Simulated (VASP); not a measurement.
Here is a VASP 6.6.1 calculation.

Contents of INCAR:

```
PREC = Accurate
ENCUT = 520
EDIFF = 1E-7
ISMEAR = -1
SIGMA = 0.02
LREAL = F
LASPH = T
NELM = 80
ALGO = Normal
ISIF = 2
LWAVE = F
LCHARG = T
LDIPOL = T
IDIPOL = 3
DIPOL = 0.5 0.5 0.500
GGA = PS
LELF = T
LVHAR = T
LVACPOTAV = T
NBANDS = 36
```

KPOINTS

```
Automatic mesh
0
Gamma
  9 9 1
```

The input POSCAR:

```
Ge
1.0
    4.0132784969      0.0000000000      0.0000000000
   -2.0066392484      3.4756011308      0.0000000000
    0.0000000000      0.0000000000     20.0960000000
Ge
4
Direct
    0.1666666665      0.3333333335      0.3980882958
    0.5000000005      0.9999999995      0.4388529777
    0.5000000005      0.9999999995      0.5611470227
    0.8333333335      0.6666666665      0.6019117042
```

Potentials or basis: VASP PAW PBE potentials, release 64 (Ge_d).

Launch:

```sh
$ cat potpaw_PBE.64/Ge_d/POTCAR > POTCAR
$ mpirun -np 1 vasp_std > vasp.out
```

(1) Estimate the largest force.

(2) Predict the band gap on the k mesh.

Answers

(1) 0.823 eV/Å.

(2) zero (bands 28 and 29 overlap by 0.29 eV).

Caveat: the PAW data sets were made with another functional, which shifts forces and pressure a little.
